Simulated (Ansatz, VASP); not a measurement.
# PtSe2 in VASP and in Ansatz

INCAR

```
SYSTEM = PtSe2
  PREC = Accurate
  ENCUT = 520
  EDIFF = 1E-6
  ISMEAR = -1
  SIGMA = 0.05
  LREAL = .FALSE.
  LASPH = .TRUE.
  NELM = 80
  ALGO = Normal
  ISIF = 2
  LWAVE = .FALSE.
  LCHARG = .FALSE.
  GGA = PE
  NBANDS = 18
```

KPOINTS

```
regular mesh
0
G
  9 9 6
  0 0 0
```

Contents of POSCAR:

```
PtSe2
1.0
    3.7240000000      0.0000000000      0.0000000000
   -1.8620000000      3.2250790000      0.0000000000
    0.0000000000      0.0000000000      5.0620000000
Pt Se
1 2
Direct
    0.0000000000      0.0000000000      0.0000000000
    0.3333333333      0.6666666667      0.2500000000
    0.6666666667      0.3333333333      0.7500000000
```

Input for Ansatz:

```yaml
crystal:
  lattice:
    - [3.724, 0.0, 0.0]
    - [-1.862, 3.225079, 0.0]
    - [0.0, 0.0, 5.062]
  atoms:
    - { symbol: Pt, position: [0.0, 0.0, 0.0] }
    - { symbol: Se, position: [0.3333333333333333, 0.6666666666666666, 0.25] }
    - { symbol: Se, position: [0.6666666666666666, 0.3333333333333333, 0.75] }
basis:
  ecutwfc: 475.0
kpoints:
  mp_grid:
    grid: [9, 9, 6]
hamiltonian:
  xc: pbe
scf:
  occupations:
    method: fermi_dirac
    width: 0.05
output:
  stress: true
```

Alike in both runs: task single point; functional PBE; k mesh 9 × 9 × 6; occupations fermi-dirac, width 0.05 eV; no spin polarisation.

|  | VASP | Ansatz |
| --- | --- | --- |
| version | VASP 6.6.1 | Ansatz 0.2.0 |
| potentials or method | VASP PAW PBE potentials, release 64 (Pt, Se), cutoff 520 eV | plane waves, PAW |
| valence electrons in the cell | 22 | 50 |

|  | VASP | Ansatz | Ansatz less VASP |
| --- | --- | --- | --- |
| pressure (GPa) | 7.3 | 7.3 | 0.00 |
| traceless stress, the component that is largest in VASP (GPa) | -1.32 | -1.31 | +0.013 |

VASP's potentials hold 22 valence electrons a cell and Ansatz's 50, so a difference there can come from the potentials and not from the codes.

Spin-orbit coupling is off throughout.
